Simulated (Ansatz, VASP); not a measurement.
**BN: VASP beside Ansatz**

File INCAR:

```
PREC = Accurate
ENCUT = 520
EDIFF = 1E-6
ISMEAR = 0
SIGMA = 0.02
LREAL = False
LASPH = True
NELM = 80
ALGO = Normal
ISIF = 2
LWAVE = False
LCHARG = False
LDIPOL = True
IDIPOL = 3
DIPOL = 0.5 0.5 0.500
GGA = PE
IVDW = 12
IBRION = 2
NSW = 60
EDIFFG = -0.01
```

Contents of KPOINTS:

```
Automatic mesh
0
Gamma
  12 12 1
```

Contents of POSCAR:

```
BN
1.0
    2.6342001691      0.0000000000      0.0000000000
   -1.3171000845      2.1726516810      0.0000000000
    0.0000000000      0.0000000000     26.0000000000
B N
1 1
Direct
    0.0000000000      0.0000000000      0.5000000000
    0.6666666667      0.3333333333      0.5000000000
```

Input for Ansatz:

```yaml
crystal:
  lattice:
    - [2.6342001691, 0.0, 0.0]
    - [-1.3171000845, 2.172651681, 0.0]
    - [0.0, 0.0, 26.0]
  atoms:
    - { symbol: B, position: [0.0, 0.0, 0.5] }
    - { symbol: "N", position: [0.6666666667, 0.3333333333, 0.5] }
  periodic: [true, true, false]
basis:
  ecutwfc: 420
kpoints:
  mp_grid: { grid: [12, 12, 1] }
  band_path:
    path:
      - [0, 0, 0]
      - [0.5, 0, 0]
      - [0.3333333333333, 0.3333333333333, 0]
      - [0, 0, 0]
    npoints: 8
hamiltonian:
  xc: pbe
  dispersion: d3bj
scf:
  occupations: { method: gaussian, width: 0.02 }
output:
  forces: true
  stress: true
  eigenvalues: true
relax:
  adjacent_minimum: "off"
  f_tol: 0.01
  max_steps: 40
```

Change from the starting cell: strain along x +0.050, atoms relaxed.

Alike in both runs: task relaxation of the atoms; functional PBE; dispersion D3(BJ); k mesh 12 × 12 × 1; occupations gaussian, width 0.02 eV; no spin polarisation.

```csv
,VASP,Ansatz
version,VASP 6.6.1,Ansatz 0.2.0
potentials or method,"VASP PAW PBE potentials, release 64 (B, N), cutoff 520 eV","scalar-relativistic, plane waves, PAW"
valence electrons in the cell,8,8
```

```tsv
	VASP	Ansatz	Ansatz less VASP
gap on the k mesh at the Fermi level, each at its own relaxed structure (eV)	4.50	4.50	+0.003
```

Ansatz's warnings: stress scf threshold loose.
